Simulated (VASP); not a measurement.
## HfN: single point with PBEsol

The system is HfN.

```xyz
2
Lattice="0.0000 2.4548 2.4548 2.4548 0.0000 2.4548 2.4548 2.4548 0.0000" Properties=species:S:1:pos:R:3 pbc="T T T"
Hf    0.0000    0.0000    0.0000
N     1.2274    1.2274    1.2274
```

```
Program             : VASP 6.6.1
Task                : single point
Functional          : PBEsol
Potentials or basis : VASP PAW PBE potentials, release 64 (Hf_pv, N)
Cutoff              : 520 eV
k mesh              : 5 × 5 × 5
Occupations         : fermi-dirac, width 0.03 eV
Spin                : no spin polarisation
```

| Item | Value |
| --- | --- |
| Pressure | -5.6 GPa |

Levels at points of the mesh, in eV from the Fermi level:
```csv
k point,band 4,band 5,band 6,band 7,band 8,band 9,band 10,band 11
"(0.00, 0.00, 0.00)",-16.20,-5.55,-5.55,-5.55,-0.83,2.12,2.12,6.49
```

Wall time 8.3 s on 1 thread of AMD EPYC 7R13 (shared host), peak memory 0.12 GiB.

Caveat: the k points lie up to 0.44 Å⁻¹ apart; the PAW data sets were made with another functional, which shifts forces and pressure a little; spin-orbit coupling is left out, which moves the levels of the heavy elements.
